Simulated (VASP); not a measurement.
# SnSe4 in VASP: a series of runs, part 2 of 2

VASP 6.6.1.

## Step 3: Single point, PBEsol

INCAR reads:

```
SYSTEM = SnSe4
PREC     = Accurate       ! precision mode
ENCUT    = 520            ! plane-wave cutoff, eV
EDIFF    = 1E-6           ! SCF threshold, eV
ISMEAR   = 0              ! smearing method
SIGMA    = 0.05           ! smearing width, eV
LREAL    = .False.        ! projectors in reciprocal space
LASPH    = .True.         ! aspherical terms in the spheres
NELM     = 100            ! most SCF steps
ALGO     = Normal         ! electronic algorithm
ISIF     = 2              ! what is computed and relaxed
LWAVE    = .False.        ! write WAVECAR
LCHARG   = .False.        ! write CHGCAR
LDIPOL   = .True.       
IDIPOL   = 3            
DIPOL    = 0.5 0.5 0.500
GGA      = PS             ! functional
NBANDS   = 27             ! bands
```

KPOINTS reads:

```
regular mesh
0
Gamma
  9 9 1
  0 0 0
```

POSCAR reads:

```
SnSe4
1.0
    3.8189235643      0.0000000000      0.0000000000
   -1.9094617822      3.3072848218      0.0000000000
    0.0000000000      0.0000000000     24.1191474567
Se Sn
4 1
Direct
    0.3333333333      0.6666666667      0.3611965919
    0.6666666667      0.3333333333      0.4277265241
    0.3333333333      0.6666666667      0.5722734413
    0.6666666667      0.3333333333      0.6388032452
    0.0000000000      0.0000000000      0.5000001975
```

Potentials or basis: VASP PAW PBE potentials, release 64 (Se, Sn_d).

The run is started by

```console
$ cat potpaw_PBE.64/Se/POTCAR potpaw_PBE.64/Sn_d/POTCAR > POTCAR
$ mpirun -np 1 vasp_std > vasp.out
```

OUTCAR:

```text
SYSTEM = SnSe4
   PREC = Accurate
   ENCUT = 520
   EDIFF = 1E-6
   ISMEAR = 0
   LREAL = .False.
   LASPH = .True.
   NELM = 100
   ISIF = 2
   GGA = PS

 ion  position               nearest neighbor table
   1  0.333  0.667  0.361-   2 2.73   2 2.73   2 2.73
   2  0.667  0.333  0.428-   1 2.73   1 2.73   1 2.73   5 2.81   5 2.81   5 2.81
   3  0.333  0.667  0.572-   4 2.73   4 2.73   4 2.73   5 2.81   5 2.81   5 2.81
   4  0.667  0.333  0.639-   3 2.73   3 2.73   3 2.73
   5  0.000  0.000  0.500-   3 2.81   3 2.81   3 2.81   2 2.81   2 2.81   2 2.81

  LATTYP: Found a hexagonal cell.
 ALAT       =     3.8189235643
 C/A-ratio  =     6.3156926423

  Lattice vectors:

 A1 = (   3.8189235643,   0.0000000000,   0.0000000000)
 A2 = (  -1.9094617822,   3.3072848218,   0.0000000000)
 A3 = (   0.0000000000,   0.0000000000,  24.1191474567)

Analysis of symmetry for initial positions (statically):
=====================================================================
 Subroutine PRICEL returns:
 Original cell was already a primitive cell.

 Routine SETGRP: Setting up the symmetry group for a
 hexagonal supercell.

 Subroutine GETGRP returns: Found 12 space group operations
 (whereof 12 operations were pure point group operations)
 out of a pool of 24 trial point group operations.

The static configuration has the point symmetry D_3d.

Analysis of symmetry for dynamics (positions and initial velocities):
=====================================================================
 Subroutine PRICEL returns:
 Original cell was already a primitive cell.

 Routine SETGRP: Setting up the symmetry group for a
 hexagonal supercell.

 Subroutine GETGRP returns: Found 12 space group operations
 (whereof 12 operations were pure point group operations)
 out of a pool of 24 trial point group operations.

The dynamic configuration has the point symmetry D_3d.

 Subroutine INISYM returns: Found 12 space group operations
 (whereof 12 operations are pure point group operations),
 and found     1 'primitive' translations

----------------------------------------------------------------------------------------

                                     Primitive cell

  volume of cell :     304.6313

  direct lattice vectors                    reciprocal lattice vectors
     3.818923564  0.000000000  0.000000000     0.261853892  0.151181415  0.000000000
    -1.909461782  3.307284822  0.000000000     0.000000000  0.302362831  0.000000000
     0.000000000  0.000000000 24.119147457     0.000000000  0.000000000  0.041460835

  length of vectors
     3.818923564  3.818923564 24.119147457     0.302362831  0.302362831  0.041460835

  position of ions in fractional coordinates (direct lattice)
     0.333333333  0.666666667  0.361196592
     0.666666667  0.333333333  0.427726524
     0.333333333  0.666666667  0.572273441
     0.666666667  0.333333333  0.638803245
     0.000000000  0.000000000  0.500000198

  ion indices of the primitive-cell ions
   primitive index   ion index
                 1           1
                 2           2
                 3           3
                 4           4
                 5           5

----------------------------------------------------------------------------------------

 KPOINTS: regular mesh
[... 34 lines left out ...]
  0.222222  0.222222  0.000000      6.000000
  0.333333  0.222222  0.000000     12.000000
  0.333333  0.333333  0.000000      2.000000
   k-points           NKPTS =     12   k-points in BZ     NKDIM =     12   number of bands    NBANDS=     27
   number of dos      NEDOS =    301   number of ions     NIONS =      5
   total plane-waves  NPLWV = 141120
   dimension x,y,z NGX =    28 NGY =   28 NGZ =  180
   dimension x,y,z NGXF=    56 NGYF=   56 NGZF=  360
   ions per type =               4   1
   NGX,Y,Z   is equivalent  to a cutoff of  12.19, 12.19, 12.41 a.u.
   NGXF,Y,Z  is equivalent  to a cutoff of  24.38, 24.38, 24.81 a.u.
 SYSTEM =  SnSe4
   PREC   = accura    normal or accurate (medium, high low for compatibility)
   ISTART =      0    job   : 0-new  1-cont  2-samecut
   ICHARG =      2    charge: 1-file 2-atom 10-const
   ISPIN  =      1    spin polarized calculation?
   LNONCOLLINEAR =      F non collinear calculations
   LSORBIT =      F    spin-orbit coupling
   LASPH  =      T    aspherical Exc in radial PAW
   ENCUT  =  520.0 eV  38.22 Ry    6.18 a.u.   7.10  7.10 44.85*2*pi/ulx,y,z
   NELM   =    100;   NELMIN=  2; NELMDL= -5     # of ELM steps
   EDIFF  = 0.1E-05   stopping-criterion for ELM
   LREAL  =      F    real-space projection
   EDIFFG = 0.1E-04   stopping-criterion for IOM
   NSW    =      0    number of steps for IOM
   IBRION =     -1    ionic relax: 0-MD 1-quasi-New 2-CG
   NFREE  =      0    steps in history (QN), initial steepest desc. (CG)
   ISIF   =      2    stress and relaxation
   ISYM   =      2    0-nonsym 1-usesym 2-fastsym
   POTIM  = 0.5000    time-step for ionic-motion
   TEBEG  =    0.0;   TEEND  =   0.0 temperature during run
   PSTRESS=    0.0 pullay stress
   NELECT =      38.0000    total number of electrons
   NUPDOWN=      -1.0000    fix difference up-down
   EMIN   =  10.00;   EMAX   =-10.00  energy-range for DOS
   EFERMI =   0.00;   METHOD = LEGACY
   ISMEAR =     0;   SIGMA  =   0.05  broadening in eV -4-tet -1-fermi 0-gaus
   EFERMI_NEDOS =   21; number of points for ismear=-14 and -15
   IALGO  =     38    algorithm
   IMIX   =      4    mixing-type and parameters
     AMIX     =   0.40;   BMIX     =  1.00
     AMIX_MAG =   1.60;   BMIX_MAG =  1.00
  volume/ion in A,a.u.               =      60.93       411.15
  Fermi-wavevector in a.u.,A,eV,Ry     =   0.817983  1.545765  9.103617  0.669097
  Thomas-Fermi vector in A             =   1.928529
   LORBIT       =      0    0 simple, 1 ext, 2 COOP (PROOUT), +10 PAW based schemes
   GGA     = PS    functional components
   LHFCALC =     F    Hartree Fock is set to
   AEXX    =    0.0000 exact exchange contribution
   IVDW    =     0    specifies the selected vdW correction
   LEPSILON=     F    determine dielectric tensor
   LRPA    =     F    only Hartree local field effects (RPA)
 non-spin polarized calculation
 Gauss-broadening in eV      SIGMA  =   0.05
  energy-cutoff  :      520.00
  volume of cell :      304.63
 maximum number of plane-waves:      8235
   NGX = 15   NGY = 15   NGZ = 89

 number of electron      38.0000007 magnetization

 dipolmoment           0.000000      0.000000     -0.000000 electrons x Angstroem

 Free energy of the ion-electron system (eV)
  ---------------------------------------------------
  ext. energy  EPLUGINS =         0.00000000
  ---------------------------------------------------
  free energy    TOTEN  =       -18.21354805 eV

  energy without entropy =      -18.20614923  energy(sigma->0) =      -18.20984864

 E-fermi :  -1.3944     XC(G=0):  -4.4091

 val. band max:       -1.4058404879   @ k =   0.1111   0.0000   0.0000
 cond. band min:      -1.3807267463   @ k =   0.1111   0.0000   0.0000
 fundamental gap:      0.0251137415
 Fermi energy:        -1.3943681530

 k-point     1 :       0.0000    0.0000    0.0000
  band No.  band energies     occupation
      1     -22.6155      2.00000
      2     -22.6155      2.00000
      3     -22.5872      2.00000
      4     -22.5726      2.00000
      5     -22.5726      2.00000
      6     -17.0029      2.00000
[... 349 lines left out ...]
     26       5.7648      0.00000
     27       6.2292      0.00000

------------------------ aborting loop because EDIFF is reached ----------------------------------------

 vacuum level on the upper side and lower side of the slab       (xc-potential included)        -0.239        -0.239

  FORCE on cell =-STRESS in cart. coord.  units (eV):
  Direction    XX          YY          ZZ          XY          YZ          ZX
  --------------------------------------------------------------------------------------
  -------------------------------------------------------------------------------------
  Total        0.7411759      0.7411759      0.0243207     -0.0000000      0.0000000     -0.0000000
  in kB        3.8981396      3.8981396      0.1279124     -0.0000000      0.0000000     -0.0000000
  external PRESSURE =       2.6413972 kB  Pullay stress =       0.0000000 kB

 VOLUME and BASIS-vectors are now :
 -----------------------------------------------------------------------------
  energy-cutoff  :      520.00
  volume of cell :      304.63
      direct lattice vectors                 reciprocal lattice vectors
     3.818923564  0.000000000  0.000000000     0.261853892  0.151181415  0.000000000
    -1.909461782  3.307284822  0.000000000     0.000000000  0.302362831  0.000000000
     0.000000000  0.000000000 24.119147457     0.000000000  0.000000000  0.041460835

 POSITION                                       TOTAL-FORCE (eV/Angst)
 -----------------------------------------------------------------------------------
     -0.00000      2.20486      8.71175         0.000000      0.000000     -0.011772
      1.90946      1.10243     10.31640         0.000000     -0.000000      0.011662
     -0.00000      2.20486     13.80275        -0.000000      0.000000     -0.011662
      1.90946      1.10243     15.40739        -0.000000     -0.000000      0.011772
      0.00000      0.00000     12.05958        -0.000000      0.000000      0.000000
 -----------------------------------------------------------------------------------
    total drift:                                0.000000      0.000000     -0.001743

  FREE ENERGIE OF THE ION-ELECTRON SYSTEM (eV)
  ---------------------------------------------------
  free  energy   TOTEN  =       -18.2135480466 eV

  energy  without entropy=      -18.2061492349  energy(sigma->0) =      -18.20984864

 vacuum level on the upper side and lower side of the slab         3.921         3.921
```

Run time: 2.2 min. Hardware: 1 thread of Intel Xeon 8259CL, shared host; peak memory 0.39 GiB.

What came out:

```
Free energy            : -18.2135 eV
Largest force          : 0.012 eV/Å
Band gap on the k mesh : 0.03 eV
```

Forces on the atoms (eV/Å):
```
Se   0.000  0.000 -0.012
Se   0.000  0.000  0.012
Se   0.000  0.000 -0.012
Se   0.000  0.000  0.012
Sn   0.000  0.000  0.000
```

Levels at points of the mesh, in eV from the valence-band top:
| k point | band 16 | band 17 | band 18 | band 19 | band 20 | band 21 | band 22 | band 23 |
| --- | --- | --- | --- | --- | --- | --- | --- | --- |
| (0.00, 0.00, 0.00) | -1.57 | -0.96 | -0.08 | -0.08 | 0.22 | 0.22 | 1.17 | 2.90 |

Caveat: the PAW data sets were made with another functional, which shifts forces and pressure a little; spin-orbit coupling is left out, which moves the levels of the heavy elements.
